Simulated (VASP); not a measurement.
# BN (P1) in VASP: notebook

Runs on BN. Level: PBEsol. Tasks: single point.

All numbers are computed with VASP 6.6.1; they aren't measurements. Logs are shortened: lines on timing, memory, paths and dates and some standing lists are left out, and cuts for length are marked.

### 1 The cell of the first run

The typed cell holds 4 atoms: a = 2.554 Å, b = 2.554 Å, c = 4.227 Å, α = 90.00°, β = 90.00°, γ = 120.00°.

### 2 Single point, PBEsol (atom 3 (N) moved by (+0.100, +0.200) A along [1 1 0] and z)

File INCAR:

```
PREC = Accurate
ENCUT = 520
EDIFF = 1E-7
ISMEAR = 0
SIGMA = 0.05
LREAL = False
LASPH = True
NELM = 80
ALGO = Normal
ISIF = 2
LWAVE = False
LCHARG = False
GGA = PS
NBANDS = 16
```

File KPOINTS:

```
regular mesh
0
Gamma
  12 12 6
```

File POSCAR:

```
BN
1.0
    2.5539396017      0.0000000000      0.0000000000
   -1.2769698009      2.2117765748      0.0000000000
    0.0000000000      0.0000000000      4.2268550000
B N
2 2
Direct
    0.6666666667      0.3333333333      0.9997240000
    0.3333333333      0.6666666667      0.4997240000
    0.7103386106      0.3653034152      0.6725925036
    0.3333333333      0.6666666667      0.1252760000
```

Potentials or basis: VASP PAW PBE potentials, release 64 (B, N).

Run with:

```console
$ cat potpaw_PBE.64/B/POTCAR potpaw_PBE.64/N/POTCAR > POTCAR
$ mpirun -np 1 vasp_std > vasp.out
```

OUTCAR:

```text
PREC = Accurate
   ENCUT = 520
   EDIFF = 1E-7
   ISMEAR = 0
   LREAL = False
   LASPH = True
   NELM = 80
   ISIF = 2
   GGA = PS

 ion  position               nearest neighbor table
   1  0.667  0.333  1.000-   3 1.39   4 1.57   4 1.57   4 1.57
   2  0.333  0.667  0.500-   3 1.56   4 1.58   3 1.67   3 1.71
   3  0.710  0.365  0.673-   1 1.39   2 1.56   2 1.67   2 1.71
   4  0.333  0.667  0.125-   1 1.57   1 1.57   1 1.57   2 1.58

  LATTYP: Found a hexagonal cell.
 ALAT       =     2.5539396017
 C/A-ratio  =     1.6550332659

  Lattice vectors:

 A1 = (   2.5539396017,   0.0000000000,   0.0000000000)
 A2 = (  -1.2769698009,   2.2117765748,   0.0000000000)
 A3 = (   0.0000000000,   0.0000000000,   4.2268550000)

Analysis of symmetry for initial positions (statically):
=====================================================================
 Subroutine PRICEL returns:
 Original cell was already a primitive cell.

 Routine SETGRP: Setting up the symmetry group for a
 hexagonal supercell.

 Subroutine GETGRP returns: Found  1 space group operations
 (whereof  1 operations were pure point group operations)
 out of a pool of 24 trial point group operations.

The static configuration has the point symmetry C_1 .

Analysis of symmetry for dynamics (positions and initial velocities):
=====================================================================
 Subroutine PRICEL returns:
 Original cell was already a primitive cell.

 Routine SETGRP: Setting up the symmetry group for a
 hexagonal supercell.

 Subroutine GETGRP returns: Found  1 space group operations
 (whereof  1 operations were pure point group operations)
 out of a pool of 24 trial point group operations.

The dynamic configuration has the point symmetry C_1 .

 Subroutine INISYM returns: Found  1 space group operations
 (whereof  1 operations are pure point group operations),
 and found     1 'primitive' translations

----------------------------------------------------------------------------------------

                                     Primitive cell

  volume of cell :      23.8764

  direct lattice vectors                    reciprocal lattice vectors
     2.553939602  0.000000000  0.000000000     0.391551938  0.226062617  0.000000000
    -1.276969801  2.211776575  0.000000000     0.000000000  0.452125233  0.000000000
     0.000000000  0.000000000  4.226855000     0.000000000  0.000000000  0.236582518

  length of vectors
     2.553939602  2.553939602  4.226855000     0.452125233  0.452125233  0.236582518

  position of ions in fractional coordinates (direct lattice)
     0.666666667  0.333333333  0.999724000
     0.333333333  0.666666667  0.499724000
     0.710338611  0.365303415  0.672592504
     0.333333333  0.666666667  0.125276000

  ion indices of the primitive-cell ions
   primitive index   ion index
                 1           1
                 2           2
                 3           3
                 4           4

----------------------------------------------------------------------------------------

 KPOINTS: regular mesh

Automatic generation of k-mesh.
 Grid dimensions read from file:
 generate k-points for:   12   12    6

 Generating k-lattice:

  Cartesian coordinates                     Fractional coordinates (reciprocal lattice)
     0.032629328  0.018838551  0.000000000     0.083333333  0.000000000  0.000000000
     0.000000000  0.037677103  0.000000000     0.000000000  0.083333333  0.000000000
     0.000000000  0.000000000  0.039430420     0.000000000  0.000000000  0.166666667

  Length of vectors
     0.037677103  0.037677103  0.039430420

  Shift w.r.t. Gamma in fractional coordinates (k-lattice)
     0.000000000  0.000000000  0.000000000

 Subroutine IBZKPT returns following result:
 ===========================================

 Found    436 irreducible k-points:

 Following reciprocal coordinates:
            Coordinates               Weight
  0.000000  0.000000  0.000000      1.000000
  0.083333  0.000000  0.000000      2.000000
  0.000000  0.083333  0.000000      2.000000
 -0.083333  0.083333  0.000000      2.000000
  0.166667  0.000000  0.000000      2.000000
  0.000000  0.166667  0.000000      2.000000
[... 16 lines left out ...]
  0.166667  0.083333  0.000000      2.000000
 -0.083333  0.250000  0.000000      2.000000
 [... further k-points ...]
   k-points           NKPTS =    436   k-points in BZ     NKDIM =    436   number of bands    NBANDS=     16
   number of dos      NEDOS =    301   number of ions     NIONS =      4
   total plane-waves  NPLWV =  12800
   dimension x,y,z NGX =    20 NGY =   20 NGZ =   32
   dimension x,y,z NGXF=    40 NGYF=   40 NGZF=   64
   ions per type =               2   2
   NGX,Y,Z   is equivalent  to a cutoff of  13.02, 13.02, 12.59 a.u.
   NGXF,Y,Z  is equivalent  to a cutoff of  26.04, 26.04, 25.17 a.u.
 SYSTEM =  unknown system
   PREC   = accura    normal or accurate (medium, high low for compatibility)
   ISTART =      0    job   : 0-new  1-cont  2-samecut
   ICHARG =      2    charge: 1-file 2-atom 10-const
   ISPIN  =      1    spin polarized calculation?
   LNONCOLLINEAR =      F non collinear calculations
   LSORBIT =      F    spin-orbit coupling
   LASPH  =      T    aspherical Exc in radial PAW
   ENCUT  =  520.0 eV  38.22 Ry    6.18 a.u.   4.75  4.75  7.86*2*pi/ulx,y,z
   NELM   =     80;   NELMIN=  2; NELMDL= -5     # of ELM steps
   EDIFF  = 0.1E-06   stopping-criterion for ELM
   LREAL  =      F    real-space projection
   EDIFFG = 0.1E-05   stopping-criterion for IOM
   NSW    =      0    number of steps for IOM
   IBRION =     -1    ionic relax: 0-MD 1-quasi-New 2-CG
   NFREE  =      0    steps in history (QN), initial steepest desc. (CG)
   ISIF   =      2    stress and relaxation
   ISYM   =      2    0-nonsym 1-usesym 2-fastsym
   POTIM  = 0.5000    time-step for ionic-motion
   TEBEG  =    0.0;   TEEND  =   0.0 temperature during run
   PSTRESS=    0.0 pullay stress
   NELECT =      16.0000    total number of electrons
   NUPDOWN=      -1.0000    fix difference up-down
   EMIN   =  10.00;   EMAX   =-10.00  energy-range for DOS
   EFERMI =   0.00;   METHOD = LEGACY
   ISMEAR =     0;   SIGMA  =   0.05  broadening in eV -4-tet -1-fermi 0-gaus
   EFERMI_NEDOS =   21; number of points for ismear=-14 and -15
   IALGO  =     38    algorithm
   IMIX   =      4    mixing-type and parameters
     AMIX     =   0.40;   BMIX     =  1.00
     AMIX_MAG =   1.60;   BMIX_MAG =  1.00
  volume/ion in A,a.u.               =       5.97        40.28
  Fermi-wavevector in a.u.,A,eV,Ry     =   1.432600  2.707222 27.923836  2.052344
  Thomas-Fermi vector in A             =   2.552210
   LORBIT       =      0    0 simple, 1 ext, 2 COOP (PROOUT), +10 PAW based schemes
   GGA     = PS    functional components
   LHFCALC =     F    Hartree Fock is set to
   AEXX    =    0.0000 exact exchange contribution
   IVDW    =     0    specifies the selected vdW correction
   LEPSILON=     F    determine dielectric tensor
   LRPA    =     F    only Hartree local field effects (RPA)
 non-spin polarized calculation
 Gauss-broadening in eV      SIGMA  =   0.05
  energy-cutoff  :      520.00
  volume of cell :       23.88
 maximum number of plane-waves:       660
   NGX =  9   NGY =  9   NGZ = 15

 number of electron      16.0000000 magnetization

 Free energy of the ion-electron system (eV)
  ---------------------------------------------------
  ext. energy  EPLUGINS =         0.00000000
  ---------------------------------------------------
  free energy    TOTEN  =       -35.67794021 eV

  energy without entropy =      -35.67794021  energy(sigma->0) =      -35.67794021

 E-fermi :   8.4409     XC(G=0): -12.9578

 val. band max:        8.1290795823   @ k =   0.0000   0.0000   0.0000
 cond. band min:      11.1170744393   @ k =   0.3333   0.3333   0.0000
 fundamental gap:      2.9879948570
 Fermi energy:         8.4409443898

 k-point     1 :       0.0000    0.0000    0.0000
  band No.  band energies     occupation
      1     -13.0045      2.00000
      2      -8.7537      2.00000
      3      -3.7883      2.00000
      4       5.0623      2.00000
      5       5.5778      2.00000
      6       5.9886      2.00000
[... 8 lines left out ...]
     15      20.2795      0.00000
     16      24.2784      0.00000

 k-point     2 :       0.0833    0.0000    0.0000
  band No.  band energies     occupation
      1     -12.8528      2.00000
      2      -8.6371      2.00000
      3      -3.6445      2.00000
      4       4.3635      2.00000
      5       5.2664      2.00000
      6       5.8674      2.00000
[... 8 lines left out ...]
     15      20.3046      0.00000
     16      24.0792      0.00000

 k-point     3 :       0.0000    0.0833    0.0000
  band No.  band energies     occupation
      1     -12.8538      2.00000
      2      -8.6353      2.00000
      3      -3.6448      2.00000
      4       4.6274      2.00000
      5       4.9882      2.00000
      6       5.8831      2.00000
[... 8 lines left out ...]
     15      20.5503      0.00000
     16      23.8537      0.00000

 k-point     4 :      -0.0833    0.0833    0.0000
  band No.  band energies     occupation
      1     -12.8535      2.00000
      2      -8.6359      2.00000
      3      -3.6447      2.00000
      4       4.5241      2.00000
      5       5.0990      2.00000
      6       5.8775      2.00000
[... 8 lines left out ...]
     15      20.5213      0.00000
     16      23.9390      0.00000

 k-point     5 :       0.1667    0.0000    0.0000
  band No.  band energies     occupation
      1     -12.4023      2.00000
      2      -8.3056      2.00000
      3      -3.2185      2.00000
      4       2.7489      2.00000
      5       4.5627      2.00000
      6       5.2409      2.00000
[... 8 lines left out ...]
     15      20.6086      0.00000
     16      23.5276      0.00000

 k-point     6 :       0.0000    0.1667    0.0000
  band No.  band energies     occupation
      1     -12.4068      2.00000
      2      -8.2967      2.00000
      3      -3.2202      2.00000
      4       2.9978      2.00000
      5       4.2819      2.00000
      6       5.3380      2.00000
[... 8 lines left out ...]
     15      21.3802      0.00000
     16      22.8799      0.00000

 k-point     7 :      -0.1667    0.1667    0.0000
  band No.  band energies     occupation
      1     -12.4054      2.00000
      2      -8.2997      2.00000
      3      -3.2194      2.00000
      4       2.9167      2.00000
      5       4.3761      2.00000
      6       5.3274      2.00000
[... 8 lines left out ...]
     15      21.3385      0.00000
     16      23.0837      0.00000

 k-point     8 :       0.2500    0.0000    0.0000
  band No.  band energies     occupation
      1     -11.6683      2.00000
      2      -7.8295      2.00000
      3      -2.5295      2.00000
      4       0.8534      2.00000
      5       3.7579      2.00000
      6       3.8364      2.00000
[... 8 lines left out ...]
     15      22.0580      0.00000
     16      23.6096      0.00000

 k-point     9 :       0.0000    0.2500    0.0000
  band No.  band energies     occupation
      1     -11.6823      2.00000
      2      -7.8010      2.00000
      3      -2.5362      2.00000
      4       1.0034      2.00000
      5       3.5485      2.00000
      6       4.0594      2.00000
[... 8 lines left out ...]
     15      22.5134      0.00000
     16      22.9716      0.00000
[... 172 lines left out ...]
 k-point    19 :       0.5000    0.5000    0.0000
  band No.  band energies     occupation
      1      -8.9672      2.00000
      2      -7.5018      2.00000
      3      -2.1403      2.00000
      4      -0.0999      2.00000
      5       0.2675      2.00000
      6       2.4113      2.00000
[... 8 lines left out ...]
     15      24.6642      0.00000
     16      25.3412      0.00000

 k-point    20 :       0.0833    0.0833    0.0000
  band No.  band energies     occupation
      1     -12.5531      2.00000
      2      -8.4098      2.00000
      3      -3.3601      2.00000
      4       3.4464      2.00000
      5       4.4175      2.00000
      6       5.6274      2.00000
[... 8 lines left out ...]
     15      20.9083      0.00000
     16      23.4195      0.00000

 k-point    21 :      -0.0833    0.1667    0.0000
  band No.  band energies     occupation
      1     -12.5552      2.00000
      2      -8.4059      2.00000
      3      -3.3606      2.00000
      4       3.7486      2.00000
      5       4.1709      2.00000
      6       5.5455      2.00000
[... 8 lines left out ...]
     15      21.1574      0.00000
     16      23.3447      0.00000

 k-point    22 :      -0.1667    0.0833    0.0000
  band No.  band energies     occupation
      1     -12.5522      2.00000
      2      -8.4119      2.00000
      3      -3.3596      2.00000
      4       3.3595      2.00000
      5       4.5116      2.00000
      6       5.6257      2.00000
[... 8 lines left out ...]
     15      20.8619      0.00000
     16      23.5583      0.00000

 k-point    23 :       0.1667    0.0833    0.0000
  band No.  band energies     occupation
      1     -11.9611      2.00000
      2      -8.0001      2.00000
      3      -2.8019      2.00000
      4       1.7814      2.00000
      5       3.4108      2.00000
      6       4.8201      2.00000
[... 8 lines left out ...]
     15      21.7021      0.00000
     16      23.2762      0.00000

 k-point    24 :      -0.0833    0.2500    0.0000
  band No.  band energies     occupation
      1     -11.9695      2.00000
      2      -7.9838      2.00000
      3      -2.8053      2.00000
      4       2.0369      2.00000
      5       3.2172      2.00000
      6       4.8239      2.00000
[... 8 lines left out ...]
     15      21.9155      0.00000
     16      23.1120      0.00000

 [... further k-points ...]
[... 5 lines left out ...]
  --------------------------------------------------------------------------------------
  -------------------------------------------------------------------------------------
  Total       -0.2718539     -0.2961160      2.1615243      0.1079045     -0.1503241     -0.2141555
  in kB      -18.2421904    -19.8702482    145.0445728      7.2407059    -10.0871871    -14.3704553
  external PRESSURE =      35.6440447 kB  Pullay stress =       0.0000000 kB

 VOLUME and BASIS-vectors are now :
 -----------------------------------------------------------------------------
  energy-cutoff  :      520.00
  volume of cell :       23.88
      direct lattice vectors                 reciprocal lattice vectors
     2.553939602  0.000000000  0.000000000     0.391551938  0.226062617  0.000000000
    -1.276969801  2.211776575  0.000000000     0.000000000  0.452125233  0.000000000
     0.000000000  0.000000000  4.226855000     0.000000000  0.000000000  0.236582518

 POSITION                                       TOTAL-FORCE (eV/Angst)
 -----------------------------------------------------------------------------------
      1.27697      0.73726      4.22569         0.215068      0.204307      3.863094
     -0.00000      1.47452      2.11226         0.885037      0.681041      2.653706
      1.34768      0.80797      2.84295        -1.113140     -0.886766     -9.238043
     -0.00000      1.47452      0.52952         0.013035      0.001418      2.721243
 -----------------------------------------------------------------------------------
    total drift:                               -0.000061      0.000022      0.000042

  FREE ENERGIE OF THE ION-ELECTRON SYSTEM (eV)
  ---------------------------------------------------
  free  energy   TOTEN  =       -35.6779402098 eV

  energy  without entropy=      -35.6779402098  energy(sigma->0) =      -35.67794021
```

It took 84 s on 1 thread of Intel Xeon 6975P-C (Granite Rapids), shared host; peak memory 0.24 GiB.

What came out:

```
Free energy            : -35.6779 eV
Pressure               : 3.6 GPa
Largest force          : 9.347 eV/Å
Band gap on the k mesh : 2.99 eV, indirect (least direct gap 6.95 eV)
```

Forces on the atoms (eV/Å):
```
B    0.215  0.204  3.863
B    0.885  0.681  2.654
N   -1.113 -0.887 -9.238
N    0.013  0.001  2.721
```

Caveat: the cell differs from its parent crystal (atom 3 (N) moved by (+0.100, +0.200) A along [1 1 0] and z); the PAW data sets were made with another functional, which shifts forces and pressure a little.

(Part 1 of 2 ends here.)
